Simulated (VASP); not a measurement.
NiO, 2 atoms in the cell. It takes space group Fm-3m (No. 225, cubic). The conventional cell has a = 4.183 Å, b = 4.183 Å, c = 4.183 Å, α = 90.00°, β = 90.00°, γ = 90.00°. Within 2.8 Å of Ni (site symmetry m-3m) lie 6 O at 2.09 Å. Within 2.8 Å of O (site symmetry m-3m) lie 6 Ni at 2.09 Å. 

- Program: VASP 6.6.1
- Task: single point
- Functional: PBE
- Potentials or basis: VASP PAW PBE potentials, release 64 (Ni, O)
- Cutoff: 520 eV
- k mesh: 9 × 9 × 9
- Occupations: fermi-dirac, width 0.05 eV
- Spin: collinear spin, ferromagnetic start
- Starting moments: [1.2, 0.0] μB
- Fixed moment: 1.2 μB
- Dipole correction: no
- Further INCAR settings: ALGO = Normal; EDIFF = 1e-07; NBANDS = 19

Potentials or basis: VASP PAW PBE potentials, release 64 (Ni, O).

Command:

```bash
$ cat potpaw_PBE.64/Ni/POTCAR potpaw_PBE.64/O/POTCAR > POTCAR
$ mpirun -np 1 vasp_std > vasp.out
```

Hardware: 1 thread of Intel Xeon 8259CL, on a shared host.

**Question.** How long does it take, and how much memory?

**Answer.** It took 45 s on 1 thread of Intel Xeon 8259CL (shared host), peak memory 0.16 GiB. Counts: scf iterations 15, k points 35.
